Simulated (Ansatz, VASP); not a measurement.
# One calculation of Mo, two programs

Contents of INCAR:

```
PREC = Accurate ; ENCUT = 520
EDIFF = 1E-6 ; ISMEAR = 0
SIGMA = 0.05 ; LREAL = False
LASPH = True ; NELM = 60
ALGO = Normal ; ISIF = 2
LWAVE = False ; LCHARG = False
GGA = PS ; NBANDS = 13
```

The input KPOINTS:

```
regular mesh
0
Gamma
  18 18 18
```

File POSCAR:

```
Mo
1.0
   -1.5645367526      1.5645367526      1.5645367526
    1.5645367526     -1.5645367526      1.5645367526
    1.5645367526      1.5645367526     -1.5645367526
Mo
1
Direct
    0.0000000000      0.0000000000      0.0000000000
```

Input for Ansatz:

```yaml
crystal:
  lattice:
    - [-1.5645367526, 1.5645367526, 1.5645367526]
    - [1.5645367526, -1.5645367526, 1.5645367526]
    - [1.5645367526, 1.5645367526, -1.5645367526]
  atoms:
    - { symbol: Mo, position: [0.0, 0.0, 0.0] }
basis:
  ecutwfc: 600
  ecutrho_ratio: 5
kpoints:
  mp_grid: { grid: [18, 18, 18] }
  band_path:
    path:
      - [[0.0, 0.0, 0.0], [0.5, -0.5, 0.5], [0.0, 0.0, 0.5], [0.0, 0.0, 0.0], [0.25, 0.25, 0.25], [0.5, -0.5, 0.5]]
      - [[0.25, 0.25, 0.25], [0.0, 0.0, 0.5]]
    npoints: 14
hamiltonian:
  xc: pbesol
scf:
  occupations: { method: gaussian, width: 0.05 }
output:
  forces: true
  stress: true
  eigenvalues: true
  populations: true
  dos: { projected: true, de: 0.02, nscf_kmesh: { grid: [27, 27, 27] } }
  bader: true
```

Alike in both runs: task single point; functional PBEsol; k mesh 18 × 18 × 18; occupations gaussian, width 0.05 eV; no spin polarisation.

|  | VASP | Ansatz |
| --- | --- | --- |
| version | VASP 6.6.1 | Ansatz 0.2.0 |
| potentials or method | VASP PAW PBE potentials, release 64 (Mo_sv), cutoff 520 eV | scalar-relativistic, plane waves, PAW |
| valence electrons in the cell | 14 | 14 |

|  | VASP | Ansatz | Ansatz less VASP |
| --- | --- | --- | --- |
| pressure (GPa) | 0.6 | 0.0 | -0.56 |

VASP's potentials were made for PBE, not for PBEsol.
